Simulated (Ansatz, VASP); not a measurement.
One calculation of YSi2, two programs

```
Y Si
1.0
     3.84273    0.00000    0.00000
    -1.92136    3.32790    0.00000
     0.00000    0.00000    4.15375
Y Si
1 2
Direct
  0.00000 0.00000 0.00000
  0.33333 0.66667 0.50000
  0.66667 0.33333 0.50000
```

Change from the starting cell: volume scaled by 1.01.

Alike in both runs: task single point; functional PBEsol; k mesh 12 × 12 × 10; occupations fermi-dirac, width 0.05 eV; no spin polarisation.

```csv
,VASP,Ansatz
version,VASP 6.6.1,Ansatz 0.2.0
potentials or method,"VASP PAW PBE potentials, release 64 (Y_sv, Si), cutoff 520 eV","all-electron LAPW, scalar-relativistic"
```

```tsv
	VASP	Ansatz	Ansatz less VASP
pressure (GPa)	8.0	7.9	-0.10
traceless stress, the component that is largest in VASP (GPa)	-11.16	-11.07	+0.091
```

VASP's potentials were made for PBE, not for PBEsol. Ansatz ran all-electron here, and VASP with PAW potentials.
